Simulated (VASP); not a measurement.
Input of a VASP 6.6.1 run:

POSCAR

```
KF
1.0
    3.1788706815      0.0000000000      0.0000000000
    0.0000000000      3.1788706815      0.0000000000
    0.0000000000      0.0000000000      3.0997168015
K F
1 1
Direct
    0.0000000000      0.0000000000      0.0000000000
    0.5000000000      0.5000000000      0.5000000000
```

File INCAR.step1:

```
SYSTEM = KF
ALGO = Normal
EDIFF = 1E-5
ENCUT = 520
GGA = PE
GGA_COMPAT = .FALSE.
ISIF = 2
ISMEAR = 0
LASPH = .TRUE.
LCHARG = .FALSE.
LREAL = .FALSE.
LWAVE = .TRUE.
NBANDS = 15
NELM = 120
PREC = Accurate
SIGMA = 0.01
```

The input INCAR.step2:

```
SYSTEM = KF
ALGO = Normal
EDIFF = 1E-6
ENCUT = 520
GGA = PE
GGA_COMPAT = .FALSE.
HFSCREEN = 0.2079
ISIF = 2
ISMEAR = 0
ISTART = 1
LASPH = .TRUE.
LCHARG = .FALSE.
LHFCALC = .TRUE.
LREAL = .FALSE.
LWAVE = .FALSE.
NBANDS = 15
NELM = 120
PREC = Accurate
PRECFOCK = Normal
SIGMA = 0.01
```

File KPOINTS:

```
k-points
0
G
  6 6 6
  0 0 0
```

Potentials or basis: VASP PAW PBE potentials, release 64 (K_sv, F).

Launch:

```bash
$ cat potpaw_PBE.64/K_sv/POTCAR potpaw_PBE.64/F/POTCAR > POTCAR
$ cp INCAR.step1 INCAR
$ mpirun -np 1 vasp_std > vasp.out
$ cp INCAR.step2 INCAR
$ mpirun -np 1 vasp_std > vasp.out
```

(1) Estimate the band gap on the k mesh.

(2) What does it give for the pressure?

Answers

(1) 9.04 eV (least direct gap 9.07 eV).

(2) 2.9 GPa.

Caveat: the cell differs from its parent crystal (uniaxial z strain -2.5%); the structure was generated, so it needn't be the stable form of KF; the PAW data sets were made with another functional, which shifts forces and pressure a little.
